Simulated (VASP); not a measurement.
Write the native input for VASP 6.6.1 that does the following.

```
Task                   : relaxation of cell and atoms
Functional             : PBE
Potentials or basis    : VASP PAW PBE potentials, release 64 (Sb)
Cutoff                 : 500 eV
k mesh                 : 12 × 12 × 10
Occupations            : gaussian, width 0.1 eV
Spin                   : no spin polarisation
Dipole correction      : no
Further INCAR settings : ALGO = Normal; EDIFF = 1e-07; IBRION = 2; EDIFFG = -0.01; NSW = 100; ISIF = 3
```

The structure of Sb lies in POSCAR:

```
Sb
1.0
    4.3906777844      0.0000000000      0.0000000000
   -2.1953388922      3.8024385011      0.0000000000
    0.0000000000      0.0000000000      5.4005339348
Sb
3
Direct
    0.6666666667      0.3333333333      0.6666706677
    0.3333333333      0.6666666667      0.3333293323
    0.0000000000      0.0000000000      0.0000000000
```

The input as run:

INCAR

```
ALGO     = Normal         # electronic algorithm
EDIFF    = 1E-7           # SCF threshold, eV
EDIFFG   = -0.01          # ionic threshold
ENCUT    = 500            # plane-wave cutoff, eV
GGA      = PE             # functional
GGA_COMPAT= F            
IBRION   = 2              # ionic algorithm
ISIF     = 3              # what is computed and relaxed
ISMEAR   = 0              # smearing method
LASPH    = T              # aspherical terms in the spheres
LCHARG   = F              # write CHGCAR
LREAL    = F              # projectors in reciprocal space
LWAVE    = F              # write WAVECAR
NELM     = 120            # most SCF steps
NELMIN   = 4            
NSW      = 100            # ionic steps
PREC     = Accurate       # precision mode
SIGMA    = 0.1            # smearing width, eV
```

KPOINTS

```
k-points
0
Gamma
  12 12 10
```

Potentials or basis: VASP PAW PBE potentials, release 64 (Sb).

Launch:

```sh
$ cat potpaw_PBE.64/Sb/POTCAR > POTCAR
$ mpirun -np 1 vasp_std > vasp.out
```

Results of the run:

| Quantity | Value |
| --- | --- |
| Relaxed volume | 29.99 Å³/atom |
| Relaxed cell | a = 4.388 Å, b = 4.388 Å, c = 5.395 Å, α = 90.00°, β = 90.00°, γ = 120.00° |
| Space group after relaxing (to 0.1 Å) | Pm-3m (No. 221) |
| Energy gained by relaxing | 0.0 meV/atom |
| Ionic steps | 2 |
| Pressure after relaxing | 0.0 GPa |
| Band gap on the k mesh | zero (an odd number of electrons rules out a gap without spin polarisation) |

Caveat: spin-orbit coupling is left out, which moves the levels of the heavy elements; an odd number of electrons without spin polarisation forces a metal; a magnetic or distorted state may lie lower.

Run time: 2.3 min on 1 thread of Oxide Virtual Turin-like Processor, with other jobs on the host, peak memory 0.26 GiB.
